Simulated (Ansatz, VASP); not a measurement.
Zn4S in VASP and in Ansatz

INCAR

```
PREC = Accurate ; ENCUT = 600
EDIFF = 1E-7 ; ISMEAR = 0
SIGMA = 0.1 ; LREAL = F
LASPH = T ; NELM = 60
ALGO = Normal ; ISIF = 3
LWAVE = F ; LCHARG = F
GGA = PE ; IBRION = 2
NSW = 100 ; EDIFFG = -0.01
```

Contents of KPOINTS:

```
regular mesh
0
Gamma
  8 8 12
```

POSCAR

```
Zn4S
1.0
    5.3655869761      0.0000000000      0.0000000000
    0.0000000000      5.3655869761      0.0000000000
    0.0000000000      0.0000000000      3.4054991383
Zn S
4 1
Direct
    0.7358669838      0.7358669838      0.0000000000
    0.2641330162      0.2641330162      0.0000000000
    0.2641330162      0.7358669838      0.0000000000
    0.7358669838      0.2641330162      0.0000000000
    0.0000000000      0.0000000000      0.5000000000
```

Input for Ansatz:

```yaml
crystal:
  lattice:
    - [5.3655869761, 0.0, 0.0]
    - [0.0, 5.3655869761, 0.0]
    - [0.0, 0.0, 3.4054991383]
  atoms:
    - { symbol: Zn, position: [0.7358669838, 0.7358669838, 0.0] }
    - { symbol: Zn, position: [0.2641330162, 0.2641330162, 0.0] }
    - { symbol: Zn, position: [0.2641330162, 0.7358669838, 0.0] }
    - { symbol: Zn, position: [0.7358669838, 0.2641330162, 0.0] }
    - { symbol: S, position: [0.0, 0.0, 0.5] }
basis:
  ecutwfc: 420
kpoints:
  mp_grid: { grid: [8, 8, 12] }
hamiltonian:
  xc: pbe
scf:
  occupations: { method: gaussian, width: 0.1 }
output:
  forces: true
  stress: true
  eigenvalues: true
relax:
  adjacent_minimum: "off"
  f_tol: 0.01
  max_steps: 80
  cell: { stress_tol: 0.05 }
```

Alike in both runs: task relaxation of cell and atoms; functional PBE; k mesh 8 × 8 × 12; occupations gaussian, width 0.1 eV; no spin polarisation.

|  | VASP | Ansatz |
| --- | --- | --- |
| version | VASP 6.6.1 | Ansatz 0.2.0 |
| potentials or method | VASP PAW PBE potentials, release 64 (Zn, S), cutoff 600 eV | scalar-relativistic, plane waves, PAW |
| valence electrons in the cell | 54 | 54 |

Ansatz gave:

| Quantity | Value |
| --- | --- |
| gap on the k mesh at the Fermi level, each at its own relaxed structure (eV) | none |
| relaxed volume (Å³/atom) | 19.52 |
| relaxed length of the cell vector where the two differ most in proportion (Å) | 5.363 |

Question: What did VASP give for the same quantities?

Answer: gap on the k mesh at the Fermi level, each at its own relaxed structure (eV): none; relaxed volume (Å³/atom): 19.59; relaxed length of the cell vector where the two differ most in proportion (Å): 5.370.

A gap of «none» marks a metal or a gap that the smearing closes.
